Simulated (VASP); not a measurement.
Runs of VASP 6.6.1 on Sn. The structure is that of space group Fm-3m (No. 225), or close to it. The cells are those of the table. 

| task | cell | k mesh | gap on the mesh (eV) | pressure (GPa) |
| --- | --- | --- | --- | --- |
| single point | a = 3.420 Å, angles 60.0°, 1 atom | 10 × 10 × 10 | none | (a) |
| relaxation of cell and atoms | relaxed from a = 2.640 Å, angles 60.0°, 1 atom | 10 × 10 × 10 | none | -0.1 |
| single point | a = 3.408 Å, angles 60.0°, 1 atom | 16 × 16 × 16 | none | 0.0 |
| single point | a = 2.640 Å, angles 60.0°, 1 atom | 8 × 8 × 8 | none | 224.0 |

Alike in all rows: level PBE; potentials or basis VASP PAW PBE potentials, release 64 (Sn_d); no spin polarisation; cutoff (eV) 500; smearing gaussian 0.1 eV.

Question: Fill in the values left out.

Answer: (a) -0.3.

Caveats: some runs use coarse meshes; spin-orbit coupling is left out, which moves the levels of the heavy elements.

A k mesh can miss the band edges, and the runs leave out spin-orbit coupling on Sn.

A gap of «none» marks levels without a gap at the run's occupations.
